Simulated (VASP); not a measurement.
Wanted: the native input for a VASP 6.6.1 run.

```yaml
Task: single point
Functional: PBE
Dispersion: D3(BJ)
Potentials_or_basis: VASP PAW PBE potentials, release 64 (As_d)
Cutoff: 520 eV
k_mesh: 9 × 9 × 1
Occupations: gaussian, width 0.05 eV
Spin: no spin polarisation
Dipole_correction: yes
Further_INCAR_settings: ALGO = Normal; EDIFF = 1e-06; NBANDS = 38; NELMDL = -8
```

The structure of As lies in POSCAR:

```
As
1.0
    3.5713380906      0.0000000000      0.0000000000
   -1.7856690453      3.0928695120      0.0000000000
    0.0000000000      0.0000000000     20.2952802043
As
4
Direct
    0.3333333333      0.6666666667      0.2905917062
    0.6666666667      0.3333333333      0.2217264287
    1.1666666667      0.3333333333      0.5427508314
    0.8333333333      0.6666666667      0.4738855539
```

This cell differs from its parent crystal: layers slid over each other.

The input as run:

INCAR

```
ALGO = Normal ; DIPOL = 0.5 0.5 0.382
EDIFF = 1E-6 ; ENCUT = 520
GGA = PE ; GGA_COMPAT = False
IDIPOL = 3 ; ISIF = 2
ISMEAR = 0 ; IVDW = 12
LASPH = True ; LCHARG = False
LDIPOL = True ; LREAL = False
LWAVE = False ; NBANDS = 38
NELM = 120 ; NELMDL = -8
PREC = Accurate ; SIGMA = 0.05
```

KPOINTS

```
k-points
0
Gamma
  9 9 1
```

Potentials or basis: VASP PAW PBE potentials, release 64 (As_d).

Run with:

```sh
$ cat potpaw_PBE.64/As_d/POTCAR > POTCAR
$ mpirun -np 1 vasp_std > vasp.out
```

Results of the run:

```json
{"Largest force": "0.094 eV/Å", "Band gap on the k mesh": "1.27 eV (least direct gap 1.80 eV)", "Dispersion energy per atom": "-0.258 eV"}
```

Caveat: the cell differs from its parent crystal (layers slid over each other).

Wall time 5.6 min on 1 thread of Intel(R) Xeon(R) Platinum 8488C (Sapphire Rapids) (shared host), peak memory 0.41 GiB.
